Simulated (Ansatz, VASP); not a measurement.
**One calculation of Pd, two programs**

File INCAR:

```
SYSTEM = Pd
PREC     = Accurate       ! precision mode
ENCUT    = 520            ! plane-wave cutoff, eV
EDIFF    = 1E-6           ! SCF threshold, eV
ISMEAR   = 0              ! smearing method
SIGMA    = 0.15           ! smearing width, eV
LREAL    = .False.        ! projectors in reciprocal space
LASPH    = .True.         ! aspherical terms in the spheres
NELM     = 80             ! most SCF steps
ALGO     = Fast           ! electronic algorithm
ISIF     = 2              ! what is computed and relaxed
LWAVE    = .False.        ! write WAVECAR
LCHARG   = .False.        ! write CHGCAR
GGA      = PS             ! functional
NBANDS   = 11             ! bands
```

File KPOINTS:

```
Automatic mesh
0
Gamma
  24 24 24
  0 0 0
```

File POSCAR:

```
Pd
1.0
   -1.6598054683      1.6598054683      1.4108346480
    1.6598054683     -1.6598054683      1.4108346480
    1.6598054683      1.6598054683     -1.4108346480
Pd
1
Direct
    0.0000000000      0.0000000000      0.0000000000
```

Input for Ansatz:

```yaml
crystal:
  lattice:
    - [-1.6598054683, 1.6598054683, 1.410834648]
    - [1.6598054683, -1.6598054683, 1.410834648]
    - [1.6598054683, 1.6598054683, -1.410834648]
  atoms:
    - { symbol: Pd, position: [0.0, 0.0, 0.0] }
basis:
  ecutwfc: 420
kpoints:
  mp_grid: { grid: [24, 24, 24] }
hamiltonian:
  xc: pbesol
scf:
  occupations: { method: gaussian, width: 0.15 }
output:
  forces: true
  stress: true
  eigenvalues: true
```

Alike in both runs: task single point; functional PBEsol; k mesh 24 × 24 × 24; occupations gaussian, width 0.15 eV; no spin polarisation.

|  | VASP | Ansatz |
| --- | --- | --- |
| version | VASP 6.6.1 | Ansatz 0.2.0 |
| potentials or method | VASP PAW PBE potentials, release 64 (Pd), cutoff 520 eV | scalar-relativistic, plane waves, PAW |
| valence electrons in the cell | 10 | 18 |

```tsv
	VASP	Ansatz	Ansatz less VASP
gap on the k mesh at the Fermi level (eV)	none	none	-
pressure (GPa)	-9.7	-9.6	+0.13
traceless stress, the component that is largest in VASP (GPa)	0.45	0.43	-0.018
```

VASP's potentials were made for PBE, not for PBEsol. A gap of «none» marks a metal or a gap that the smearing closes. With one functional, cell and mesh, what is left measures potentials, basis and numerics. VASP's potentials hold 10 valence electrons a cell and Ansatz's 18, so a difference there can come from the potentials and not from the codes.
